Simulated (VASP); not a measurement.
Write the native input for VASP 6.6.1 that does the following.

- Task: single point
- Functional: PBE
- Potentials or basis: VASP PAW PBE potentials, release 64 (Ge_d, Sb, Te)
- Cutoff: 520 eV
- k mesh: 9 × 9 × 3
- Occupations: gaussian, width 0.03 eV
- Spin: no spin polarisation
- Dipole correction: no
- Further INCAR settings: ALGO = Normal; EDIFF = 1e-07; NBANDS = 33; ISYM = 0

The structure of GeSb2Te4 lies in POSCAR:

```
GeSb2Te4
1.0
   -4.2977010893      0.0000000000      0.0000000000
   -2.1488505447     -3.7219183212      0.0000000000
    2.1488505447      1.2406394404     17.1302728042
Ge Sb Te
1 2 4
Direct
    0.5174317057      0.5174317057      0.7606451170
    0.3975549489      0.3975549489      0.4010148468
    0.9859449258      0.9859449258      0.1661847775
    0.8233437924      0.8233437924      0.6783813773
    0.0975027770      0.0975027770      0.5008583310
    0.6910287098      0.6910287098      0.2814361295
    0.2853011932      0.2853011932      0.0642535795
```

The input as run:

INCAR

```
  PREC = Accurate
  ENCUT = 520
  EDIFF = 1E-7
  ISMEAR = 0
  SIGMA = 0.03
  LREAL = F
  LASPH = T
  NELM = 60
  ALGO = Normal
  ISIF = 2
  LWAVE = F
  LCHARG = T
  GGA = PE
  LELF = T
  LVHAR = T
  NBANDS = 33
  ISYM = 0
```

KPOINTS

```
regular mesh
0
Gamma
  9 9 3
```

Potentials or basis: VASP PAW PBE potentials, release 64 (Ge_d, Sb, Te).

Command:

```sh
$ cat potpaw_PBE.64/Ge_d/POTCAR potpaw_PBE.64/Sb/POTCAR potpaw_PBE.64/Te/POTCAR > POTCAR
$ mpirun -np 1 vasp_std > vasp.out
```

Results of the run:

| Item | Value |
| --- | --- |
| Pressure | -0.5 GPa |
| Largest force | 0.244 eV/Å |
| Band gap on the k mesh | 0.24 eV, indirect (the least direct gap lies 4.0 meV higher) |

Caveat: spin-orbit coupling is left out, which moves the levels of the heavy elements.

It took 14 min on 1 thread of AMD EPYC 9R45 96-Core Processor (Zen 5) (shared host), peak memory 1.1 GiB.
